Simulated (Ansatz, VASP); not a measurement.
## One calculation of Pd, two programs

```
Pd
1.0
    -1.60312    1.60312    1.60312
     1.60312   -1.60312    1.60312
     1.60312    1.60312   -1.60312
Pd
1
Cartesian
  0.0000 0.0000 0.0000
```

Alike in both runs: task single point; functional r2SCAN; k mesh 10 × 10 × 10; occupations fermi-dirac, width 0.05 eV; no spin polarisation.

```csv
,VASP,Ansatz
version,VASP 6.6.1,Ansatz 0.2.0
potentials or method,"VASP PAW PBE potentials, release 64 (Pd), cutoff 520 eV","plane waves, PAW"
valence electrons in the cell,10,18
```

|  | VASP | Ansatz | Ansatz less VASP |
| --- | --- | --- | --- |
| pressure (GPa) | -12.4 | -12.8 | -0.33 |

VASP's potentials were made for PBE, not for r2SCAN. VASP's potentials hold 10 valence electrons a cell and Ansatz's 18, so a difference there can come from the potentials and not from the codes.
